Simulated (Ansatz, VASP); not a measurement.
**One calculation of Rh, two programs**

INCAR

```
  PREC = Accurate
  ENCUT = 530
  EDIFF = 1E-6
  ISMEAR = -1
  SIGMA = 0.15
  LREAL = False
  LASPH = True
  NELM = 120
  ALGO = Normal
  ISIF = 2
  LWAVE = False
  LCHARG = False
  NBANDS = 42
  GGA_COMPAT = False
```

File KPOINTS:

```
Automatic mesh
0
Gamma
  10 10 3
```

The input POSCAR:

```
Rh
1.0
    2.6179611100      0.0000000000      0.0000000000
   -1.3089800687      2.2672202920      0.0000000000
    0.0000000000      0.0000000000      8.5569045743
Rh
4
Direct
    0.0000000000      0.0000000000      0.0000000000
    0.3333333333      0.6666666667      0.2500000000
    0.0000000000      0.0000000000      0.5000000000
    0.6666666667      0.3333333333      0.7500000000
```

Input for Ansatz:

```yaml
crystal:
  lattice:
    - [2.6179611100304747, 0.0, 0.0]
    - [-1.3089800687208242, 2.2672202919864737, 0.0]
    - [0.0, 0.0, 8.55690457429133]
  atoms:
    - { symbol: Rh, position: [0.0, 0.0, 0.0] }
    - { symbol: Rh, position: [0.3333333333333333, 0.6666666666666666, 0.25] }
    - { symbol: Rh, position: [0.0, 0.0, 0.5] }
    - { symbol: Rh, position: [0.6666666666666666, 0.3333333333333333, 0.75] }
basis:
  ecutwfc: 500.0
kpoints:
  mp_grid:
    grid: [10, 10, 3]
hamiltonian:
  xc: lda
  pseudopotentials:
    kind: paw
scf:
  occupations:
    method: fermi_dirac
    width: 0.15
output:
  stress: true
```

Alike in both runs: task single point; functional LDA; k mesh 10 × 10 × 3; occupations fermi-dirac, width 0.15 eV; no spin polarisation.

|  | VASP | Ansatz |
| --- | --- | --- |
| version | VASP 6.6.1 | Ansatz 0.2.0 |
| potentials or method | VASP PAW LDA potentials, release 64 (Rh_sv_GW), cutoff 530 eV | plane waves, PAW |
| valence electrons in the cell | 68 | 68 |

```csv
,VASP,Ansatz,Ansatz less VASP
pressure (GPa),13.6,15.6,+1.97
"traceless stress, the component that is largest in VASP (GPa)",0.04,0.07,+0.032
```

LDA's correlation is that of Perdew and Zunger in VASP and of Perdew and Wang (1992) in Ansatz.
